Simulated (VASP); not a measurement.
# Tc in VASP: settings compared

Tc is run at these levels: PBEsol, LDA, PBE; tasks: single point.

All numbers are computed with VASP 6.6.1; they aren't measurements. Logs are shortened: lines on timing, memory, paths and dates and some standing lists are left out, and cuts for length are marked.

### 1 The cell of the first run

It takes space group P6_3/mmc (No. 194, hexagonal). Conventional cell: a = 2.776 Å, b = 2.776 Å, c = 4.456 Å, α = 90.00°, β = 90.00°, γ = 120.00°. Within 3.6 Å of Tc (site symmetry -6m2) lie 12 Tc at 2.74 to 2.78 Å.

### 2 Single point, PBEsol

The input, INCAR:

```
SYSTEM = Tc
ALGO = Fast ; EDIFF = 1E-6
ENCUT = 520 ; GGA = PS
ISIF = 2 ; ISMEAR = -1
LASPH = .True. ; LCHARG = .True.
LELF = .True. ; LREAL = .False.
LVHAR = .True. ; LWAVE = .False.
NBANDS = 20 ; NELM = 80
PREC = Accurate ; SIGMA = 0.05
```

The input, KPOINTS:

```
k-points
0
Gamma
  11 11 6
  0 0 0
```

The input, POSCAR:

```
Tc
1.0
    2.7760567665      0.0000000000      0.0000000000
   -1.3880283832      2.4041356821      0.0000000000
    0.0000000000      0.0000000000      4.4558750580
Tc
2
Direct
    0.6666666667      0.3333333333      0.7500000000
    0.3333333333      0.6666666667      0.2500000000
```

Potentials or basis: VASP PAW PBE potentials, release 64 (Tc_pv).

Run with:

```console
$ cat potpaw_PBE.64/Tc_pv/POTCAR > POTCAR
$ mpirun -np 1 vasp_std > vasp.out
```

OUTCAR:

```text
SYSTEM = Tc
   EDIFF = 1E-6
   ENCUT = 520
   GGA = PS
   ISIF = 2
   ISMEAR = -1
   LASPH = .True.
   LREAL = .False.
   NELM = 80
   PREC = Accurate

 ion  position               nearest neighbor table
   1  0.667  0.333  0.750-   2 2.74   2 2.74   2 2.74   2 2.74   2 2.74   2 2.74
   2  0.333  0.667  0.250-   1 2.74   1 2.74   1 2.74   1 2.74   1 2.74   1 2.74

  LATTYP: Found a hexagonal cell.
 ALAT       =     2.7760567665
 C/A-ratio  =     1.6051094890

  Lattice vectors:

 A1 = (   2.7760567665,   0.0000000000,   0.0000000000)
 A2 = (  -1.3880283832,   2.4041356821,   0.0000000000)
 A3 = (   0.0000000000,   0.0000000000,   4.4558750580)

Analysis of symmetry for initial positions (statically):
=====================================================================
 Subroutine PRICEL returns:
 Original cell was already a primitive cell.

 Routine SETGRP: Setting up the symmetry group for a
 hexagonal supercell.

 Subroutine GETGRP returns: Found 24 space group operations
 (whereof 12 operations were pure point group operations)
 out of a pool of 24 trial point group operations.

The static configuration has the point symmetry D_3d.
 The point group associated with its full space group is D_6h.

Analysis of symmetry for dynamics (positions and initial velocities):
=====================================================================
 Subroutine PRICEL returns:
 Original cell was already a primitive cell.

 Routine SETGRP: Setting up the symmetry group for a
 hexagonal supercell.

 Subroutine GETGRP returns: Found 24 space group operations
 (whereof 12 operations were pure point group operations)
 out of a pool of 24 trial point group operations.

The dynamic configuration has the point symmetry D_3d.
 The point group associated with its full space group is D_6h.

 Subroutine INISYM returns: Found 24 space group operations
 (whereof 12 operations are pure point group operations),
 and found     1 'primitive' translations

----------------------------------------------------------------------------------------

                                     Primitive cell

  volume of cell :      29.7386

  direct lattice vectors                    reciprocal lattice vectors
     2.776056766  0.000000000  0.000000000     0.360223181  0.207974951  0.000000000
    -1.388028383  2.404135682  0.000000000     0.000000000  0.415949901  0.000000000
     0.000000000  0.000000000  4.455875058     0.000000000  0.000000000  0.224422810

  length of vectors
     2.776056766  2.776056766  4.455875058     0.415949901  0.415949901  0.224422810

  position of ions in fractional coordinates (direct lattice)
     0.666666667  0.333333333  0.750000000
     0.333333333  0.666666667  0.250000000

  ion indices of the primitive-cell ions
   primitive index   ion index
                 1           1
                 2           2

----------------------------------------------------------------------------------------

 KPOINTS: k-points

Automatic generation of k-mesh.
 Grid dimensions read from file:
 generate k-points for:   11   11    6

 Generating k-lattice:

  Cartesian coordinates                     Fractional coordinates (reciprocal lattice)
     0.032747562  0.018906814  0.000000000     0.090909091 -0.000000000  0.000000000
     0.000000000  0.037813627  0.000000000     0.000000000  0.090909091  0.000000000
     0.000000000  0.000000000  0.037403802     0.000000000  0.000000000  0.166666667

  Length of vectors
     0.037813627  0.037813627  0.037403802

  Shift w.r.t. Gamma in fractional coordinates (k-lattice)
     0.000000000  0.000000000  0.000000000

 Subroutine IBZKPT returns following result:
 ===========================================

 Found     64 irreducible k-points:

 Following reciprocal coordinates:
            Coordinates               Weight
  0.000000  0.000000  0.000000      1.000000
  0.090909  0.000000  0.000000      6.000000
  0.181818  0.000000  0.000000      6.000000
  0.272727  0.000000  0.000000      6.000000
  0.363636  0.000000  0.000000      6.000000
  0.454545  0.000000  0.000000      6.000000
[... 16 lines left out ...]
  0.090909  0.090909  0.166667     12.000000
  0.181818  0.090909  0.166667     24.000000
 [... further k-points ...]
   k-points           NKPTS =     64   k-points in BZ     NKDIM =     64   number of bands    NBANDS=     20
   number of dos      NEDOS =    301   number of ions     NIONS =      2
   total plane-waves  NPLWV =  20736
   dimension x,y,z NGX =    24 NGY =   24 NGZ =   36
   dimension x,y,z NGXF=    48 NGYF=   48 NGZF=   72
   ions per type =               2
   NGX,Y,Z   is equivalent  to a cutoff of  14.37, 14.37, 13.43 a.u.
   NGXF,Y,Z  is equivalent  to a cutoff of  28.75, 28.75, 26.86 a.u.
 SYSTEM =  Tc
   PREC   = accura    normal or accurate (medium, high low for compatibility)
   ISTART =      0    job   : 0-new  1-cont  2-samecut
   ICHARG =      2    charge: 1-file 2-atom 10-const
   ISPIN  =      1    spin polarized calculation?
   LNONCOLLINEAR =      F non collinear calculations
   LSORBIT =      F    spin-orbit coupling
   LASPH  =      T    aspherical Exc in radial PAW
   ENCUT  =  520.0 eV  38.22 Ry    6.18 a.u.   5.16  5.16  8.28*2*pi/ulx,y,z
   NELM   =     80;   NELMIN=  2; NELMDL= -5     # of ELM steps
   EDIFF  = 0.1E-05   stopping-criterion for ELM
   LREAL  =      F    real-space projection
   EDIFFG = 0.1E-04   stopping-criterion for IOM
   NSW    =      0    number of steps for IOM
   IBRION =     -1    ionic relax: 0-MD 1-quasi-New 2-CG
   NFREE  =      0    steps in history (QN), initial steepest desc. (CG)
   ISIF   =      2    stress and relaxation
   ISYM   =      2    0-nonsym 1-usesym 2-fastsym
   POTIM  = 0.5000    time-step for ionic-motion
   TEBEG  =    0.0;   TEEND  =   0.0 temperature during run
   PSTRESS=    0.0 pullay stress
   NELECT =      26.0000    total number of electrons
   NUPDOWN=      -1.0000    fix difference up-down
   EMIN   =  10.00;   EMAX   =-10.00  energy-range for DOS
   EFERMI =   0.00;   METHOD = LEGACY
   ISMEAR =    -1;   SIGMA  =   0.05  broadening in eV -4-tet -1-fermi 0-gaus
   EFERMI_NEDOS =   21; number of points for ismear=-14 and -15
   IALGO  =     68    algorithm
   IMIX   =      4    mixing-type and parameters
     AMIX     =   0.40;   BMIX     =  1.00
     AMIX_MAG =   1.60;   BMIX_MAG =  1.00
  volume/ion in A,a.u.               =      14.87       100.34
  Fermi-wavevector in a.u.,A,eV,Ry     =   1.565402  2.958181 33.340844  2.450483
  Thomas-Fermi vector in A             =   2.667883
   LORBIT       =      0    0 simple, 1 ext, 2 COOP (PROOUT), +10 PAW based schemes
   GGA     = PS    functional components
   LHFCALC =     F    Hartree Fock is set to
   AEXX    =    0.0000 exact exchange contribution
   IVDW    =     0    specifies the selected vdW correction
   LEPSILON=     F    determine dielectric tensor
   LRPA    =     F    only Hartree local field effects (RPA)
 non-spin polarized calculation
 RMM-DIIS sequential band-by-band and
  energy-cutoff  :      520.00
  volume of cell :       29.74
 maximum number of plane-waves:       817
 NGX is ok and might be reduce to    24
   NGX = 11   NGY = 11   NGZ = 17

 number of electron      25.9999995 magnetization

 Free energy of the ion-electron system (eV)
  ---------------------------------------------------
  ext. energy  EPLUGINS =         0.00000000
  ---------------------------------------------------
  free energy    TOTEN  =       -22.43810670 eV

  energy without entropy =      -22.42068582  energy(sigma->0) =      -22.42939626

 E-fermi :  11.8515     XC(G=0): -13.7178

 val. band max:       11.8207078663   @ k =   0.3636   0.0000   0.1667
 cond. band min:      11.8528573579   @ k =   0.0909   0.0909   0.0000
 fundamental gap:      0.0321494916
 Fermi energy:        11.8514942927

 k-point     1 :       0.0000    0.0000    0.0000
  band No.  band energies     occupation
      1     -27.4301      2.00000
      2     -26.4549      2.00000
      3     -26.4549      2.00000
      4     -26.2891      2.00000
      5     -26.2891      2.00000
      6     -26.2493      2.00000
[... 12 lines left out ...]
     19      22.3820      0.00000
     20      26.1279      0.00000

 k-point     2 :       0.0909    0.0000    0.0000
  band No.  band energies     occupation
      1     -27.4004      2.00000
      2     -26.5217      2.00000
      3     -26.4766      2.00000
      4     -26.3583      2.00000
      5     -26.2986      2.00000
      6     -26.2620      2.00000
[... 12 lines left out ...]
     19      22.3354      0.00000
     20      26.6888      0.00000

 k-point     3 :       0.1818    0.0000    0.0000
  band No.  band energies     occupation
      1     -27.3159      2.00000
      2     -26.7007      2.00000
      3     -26.5391      2.00000
      4     -26.5328      2.00000
      5     -26.3260      2.00000
      6     -26.3002      2.00000
[... 12 lines left out ...]
     19      22.1619      0.00000
     20      27.4847      0.00000

 k-point     4 :       0.2727    0.0000    0.0000
  band No.  band energies     occupation
      1     -27.1912      2.00000
      2     -26.9344      2.00000
      3     -26.7659      2.00000
      4     -26.6030      2.00000
      5     -26.3642      2.00000
      6     -26.3642      2.00000
[... 12 lines left out ...]
     19      21.9061      0.00000
     20      25.5176      0.00000

 k-point     5 :       0.3636    0.0000    0.0000
  band No.  band energies     occupation
      1     -27.1478      2.00000
      2     -27.0507      2.00000
      3     -26.9657      2.00000
      4     -26.6651      2.00000
      5     -26.4485      2.00000
      6     -26.4008      2.00000
[... 12 lines left out ...]
     19      22.2271      0.00000
     20      22.9676      0.00000
[... 353 lines left out ...]
      6     -26.4189      2.00000
[... 12 lines left out ...]
     19      23.1137      0.00000
     20      24.1406      0.00000

 k-point    22 :       0.4545    0.0000    0.1667
  band No.  band energies     occupation
      1     -27.3214      2.00000
      2     -27.1405      2.00000
      3     -26.8476      2.00000
      4     -26.6829      2.00000
      5     -26.5065      2.00000
      6     -26.4421      2.00000
[... 12 lines left out ...]
     19      22.5788      0.00000
     20      23.7047      0.00000

 k-point    23 :       0.0909    0.0909    0.1667
  band No.  band energies     occupation
      1     -27.2851      2.00000
      2     -26.6104      2.00000
      3     -26.5647      2.00000
      4     -26.4786      2.00000
      5     -26.3406      2.00000
      6     -26.3179      2.00000
[... 12 lines left out ...]
     19      23.4770      0.00000
     20      27.0835      0.00000

 k-point    24 :       0.1818    0.0909    0.1667
  band No.  band energies     occupation
      1     -27.2114      2.00000
      2     -26.7908      2.00000
      3     -26.7409      2.00000
      4     -26.5593      2.00000
      5     -26.3915      2.00000
      6     -26.3525      2.00000
[... 12 lines left out ...]
     19      23.5108      0.00000
     20      26.9628      0.00000

 [... further k-points ...]
[... 5 lines left out ...]
  --------------------------------------------------------------------------------------
  -------------------------------------------------------------------------------------
  Total       -3.2912627     -3.2912627     -3.3361990     -0.0000000     -0.0000000      0.0000000
  in kB     -177.3179940   -177.3179940   -179.7389514     -0.0000000     -0.0000000      0.0000000
  external PRESSURE =    -178.1249798 kB  Pullay stress =       0.0000000 kB

 VOLUME and BASIS-vectors are now :
 -----------------------------------------------------------------------------
  energy-cutoff  :      520.00
  volume of cell :       29.74
      direct lattice vectors                 reciprocal lattice vectors
     2.776056766  0.000000000  0.000000000     0.360223181  0.207974951  0.000000000
    -1.388028383  2.404135682  0.000000000     0.000000000  0.415949901  0.000000000
     0.000000000  0.000000000  4.455875058     0.000000000  0.000000000  0.224422810

 POSITION                                       TOTAL-FORCE (eV/Angst)
 -----------------------------------------------------------------------------------
      1.38803      0.80138      3.34191        -0.000000      0.000000      0.000000
     -0.00000      1.60276      1.11397         0.000000     -0.000000      0.000000
 -----------------------------------------------------------------------------------
    total drift:                               -0.000000      0.000000     -0.000000

  FREE ENERGIE OF THE ION-ELECTRON SYSTEM (eV)
  ---------------------------------------------------
  free  energy   TOTEN  =       -22.4381066976 eV

  energy  without entropy=      -22.4206858151  energy(sigma->0) =      -22.42939626
```

It took 26 s on 1 thread of Intel Xeon Platinum 8559C (Emerald Rapids), shared host; peak memory 0.17 GiB.

Results:

```
Free energy            : -22.4381 eV
Pressure               : -17.8 GPa
Band gap on the k mesh : zero (band 13 reaches 13.23 eV, above the bottom of band 14 at 10.28 eV)
```

Caveat: the PAW data sets were made with another functional, which shifts forces and pressure a little.

### 3 Single point, PBEsol

This run uses another cell than the first one, of 15.16 Å³/atom, 1.019 times its volume.

The input, INCAR:

```
PREC = Accurate
ENCUT = 520
EDIFF = 1E-7
ISMEAR = -1
SIGMA = 0.05
LREAL = F
LASPH = T
NELM = 100
ALGO = Normal
ISIF = 2
LWAVE = F
LCHARG = F
GGA = PS
NBANDS = 20
```

The input, KPOINTS:

```
Automatic mesh
0
Gamma
  11 11 6
```

The input, POSCAR:

```
Tc
1.0
    2.7937391334      0.0000000000      0.0000000000
   -1.3968695667      2.4194490611      0.0000000000
    0.0000000000      0.0000000000      4.4842571930
Tc
2
Direct
    0.6666666667      0.3333333333      0.7500000000
    0.3333333333      0.6666666667      0.2500000000
```

Potentials or basis: VASP PAW PBE potentials, release 64 (Tc_pv).

Run with:

```console
$ cat potpaw_PBE.64/Tc_pv/POTCAR > POTCAR
$ mpirun -np 1 vasp_std > vasp.out
```

Run time: 22 s. Hardware: 1 thread of Intel Xeon Platinum 8559C (Emerald Rapids), shared host; peak memory 0.17 GiB.

The run converged. Its results:

```yaml
Free_energy: -22.3670 eV
Pressure: -22.3 GPa
Band_gap_on_the_k_mesh: zero (band 13 reaches 12.88 eV, above the bottom of band 14 at 10.02 eV)
```

Stress tensor (GPa, compression positive):
```
-22.18   0.00   0.00
  0.00 -22.18   0.00
  0.00   0.00 -22.52
```

Levels at points of the mesh, in eV from the Fermi level:
| k point | band 9 | band 10 | band 11 | band 12 | band 13 | band 14 | band 15 | band 16 | band 17 | band 18 |
| --- | --- | --- | --- | --- | --- | --- | --- | --- | --- | --- |
| (0.00, 0.00, 0.00) | -1.40 | -1.40 | -1.35 | -0.75 | -0.75 | -0.08 | -0.08 | 1.50 | 2.37 | 2.37 |
| (0.00, 0.00, 0.50) | -1.77 | -1.77 | -1.52 | -1.52 | -1.52 | -1.52 | 1.73 | 1.73 | 1.73 | 1.73 |

Caveat: the PAW data sets were made with another functional, which shifts forces and pressure a little.

(Part 1 of 3 ends here.)
